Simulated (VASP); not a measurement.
Runs of VASP 6.6.1 on Al2P3. The structure is that of space group P-3m1 (No. 164), or close to it. The cells are those of the table. 

```tsv
task	cell	k mesh	cutoff (eV)	gap on the mesh (eV)	pressure (GPa)	relaxed volume (Å³/atom)	largest force (eV/Å)
relaxation of cell and atoms	relaxed from a = 4.291, b = 4.291, c = 6.784 Å, angles 90.0, 90.0, 120.0°, 5 atoms	6 × 6 × 4	600	none	0.0	16.35	0.02
single point	a = 3.490, b = 3.490, c = 7.760 Å, angles 90.0, 90.0, 120.0°, 5 atoms	6 × 6 × 4	520	none	0.0	-	0.03
single point	a = 3.463, b = 3.463, c = 7.842 Å, angles 90.0, 90.0, 120.0°, 5 atoms	12 × 12 × 6	520	none	-0.1	-	-
relaxation of cell and atoms	relaxed from a = 3.490, b = 3.490, c = 7.760 Å, angles 90.0, 90.0, 120.0°, 5 atoms	12 × 12 × 6	600	none	0.0	(a)	-
single point	a = 4.291, b = 4.291, c = 6.784 Å, angles 90.0, 90.0, 120.0°, 5 atoms	6 × 6 × 4	520	none	-11.1	-	(b)
```

Alike in all rows: level PBE; potentials or basis VASP PAW PBE potentials, release 64 (Al, P); no spin polarisation; smearing gaussian 0.1 eV.

Problem. Fill in the values left out.

Solution. (a) 16.27; (b) 0.41.

Caveats: the volume moved by over 15 % at a fixed basis, so the end points are rough (some runs).

A gap of «none» marks levels without a gap at the run's occupations.
